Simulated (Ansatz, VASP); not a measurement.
Two plane-wave programs on Al3Pd

The input INCAR:

```
SYSTEM = Al3Pd
PREC     = Accurate       ! precision mode
ENCUT    = 500            ! plane-wave cutoff, eV
EDIFF    = 1E-6           ! SCF threshold, eV
ISMEAR   = -1             ! smearing method
SIGMA    = 0.05           ! smearing width, eV
LREAL    = .FALSE.        ! projectors in reciprocal space
LASPH    = .TRUE.         ! aspherical terms in the spheres
NELM     = 120            ! most SCF steps
ALGO     = Normal         ! electronic algorithm
ISIF     = 2              ! what is computed and relaxed
LWAVE    = .FALSE.        ! write WAVECAR
LCHARG   = .FALSE.        ! write CHGCAR
GGA      = CA             ! functional
NBANDS   = 18             ! bands
GGA_COMPAT= .FALSE.
```

Contents of KPOINTS:

```
regular mesh
0
G
  7 7 7
  0 0 0
```

POSCAR

```
Al3Pd
1.0
    3.9204198730      0.0000000000      0.0000000000
    0.0000000000      3.9204198730      0.0000000000
    0.0000000000      0.0000000000      3.9204198730
Pd Al
1 3
Direct
    0.0000000000      0.0000000000      0.0000000000
    0.5000000000      0.5000000000      0.0000000000
    0.5000000000      0.0000000000      0.5000000000
    0.0000000000      0.5000000000      0.5000000000
```

input.yaml

```yaml
crystal:
  lattice:
    - [3.920419873, 0.0, 0.0]
    - [0.0, 3.920419873, 0.0]
    - [0.0, 0.0, 3.920419873]
  atoms:
    - { symbol: Pd, position: [0.0, 0.0, 0.0] }
    - { symbol: Al, position: [0.5, 0.5, 0.0] }
    - { symbol: Al, position: [0.5, 0.0, 0.5] }
    - { symbol: Al, position: [0.0, 0.5, 0.5] }
hamiltonian:
  xc: lda
  pseudopotentials: { kind: paw }
kpoints:
  mp_grid: { grid: [7, 7, 7] }
scf:
  occupations: { method: fermi_dirac, width: 0.05 }
output:
  forces: true
  stress: true
  eigenvalues: true
```

Alike in both runs: task single point; functional LDA; k mesh 7 × 7 × 7; occupations fermi-dirac, width 0.05 eV; no spin polarisation.

|  | VASP | Ansatz |
| --- | --- | --- |
| version | VASP 6.6.1 | Ansatz 0.2.0 |
| potentials or method | VASP PAW LDA potentials, release 64 (Pd, Al) | Ansatz PAW |
| plane-wave cutoff (eV) | 500 | 420 |
| valence electrons in the cell | 19 | 27 |

|  | VASP | Ansatz | Ansatz less VASP |
| --- | --- | --- | --- |
| gap on the k mesh at the Fermi level (eV) | none | none | - |
| pressure (GPa) | -2.4 | -2.7 | -0.25 |

LDA's correlation is that of Perdew and Zunger in VASP and of Perdew and Wang (1992) in Ansatz. A gap of «none» marks a metal or a gap that the smearing closes. VASP's potentials hold 19 valence electrons a cell and Ansatz's 27, so a difference there can come from the potentials and not from the codes.
